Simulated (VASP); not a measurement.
A run of VASP 6.6.1:

File INCAR:

```
SYSTEM = YbTlO2
ALGO = Normal
EDIFF = 1E-6
ENCUT = 520
GGA = PE
ISIF = 2
ISMEAR = 0
ISPIN = 2
LASPH = .True.
LCHARG = .True.
LELF = .True.
LMAXMIX = 6
LORBIT = 11
LREAL = .False.
LVHAR = .True.
LWAVE = .False.
MAGMOM = 1 0 0 0
NBANDS = 36
NELM = 150
PREC = Accurate
SIGMA = 0.1
```

File KPOINTS:

```
k-points
0
Gamma
  6 6 4
  0 0 0
```

File POSCAR:

```
YbTlO2
1.0
    3.3102787900      0.0000000000      0.0000000000
    0.0000000000      3.3102787900      0.0000000000
    0.0000000000      0.0000000000      6.5865312300
Yb Tl O
1 1 2
Direct
    0.0000000000      0.0000000000      0.0000000000
    0.0000000000      0.0000000000      0.5000000000
    0.5000000000      0.5000000000      0.0000000000
    0.5000000000      0.5000000000      0.5000000000
```

Potentials or basis: VASP PAW PBE potentials, release 64 (Yb, Tl_d, O).

The run is started by

```sh
$ cat potpaw_PBE.64/Yb/POTCAR potpaw_PBE.64/Tl_d/POTCAR potpaw_PBE.64/O/POTCAR > POTCAR
$ mpirun -np 1 vasp_std > vasp.out
```

Hardware: 1 thread of Intel Xeon 8259CL (shared host).

Problem. How long does it take, and how much memory?

Solution. Run time: 11 min on 1 thread of Intel Xeon 8259CL (shared host), peak memory 0.32 GiB. Counts: scf iterations 28, k points 30.
